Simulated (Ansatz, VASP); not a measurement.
**Cu: VASP beside Ansatz**

```
Cu
1.0
     0.00000    2.73509    2.73509
     2.73509    0.00000    2.73509
     2.73509    2.73509    0.00000
Cu
2
Direct
  0.12500 0.12500 0.12500
  0.87500 0.87500 0.87500
```

Alike in both runs: task single point; functional BLYP; k mesh 11 × 11 × 11; occupations fermi-dirac, width 0.1 eV; no spin polarisation.

```csv
,VASP,Ansatz
version,VASP 6.6.1,Ansatz 0.2.0
potentials or method,"VASP PAW PBE potentials, release 64 (Cu), cutoff 520 eV","plane waves (420 eV) with PAW, scalar-relativistic"
valence electrons in the cell,22,38
```

```tsv
	VASP	Ansatz	Ansatz less VASP
pressure (GPa)	0.3	0.0	-0.24
```

VASP's potentials were made for PBE, not for BLYP. VASP's potentials hold 22 valence electrons a cell and Ansatz's 38, so a difference there can come from the potentials and not from the codes.
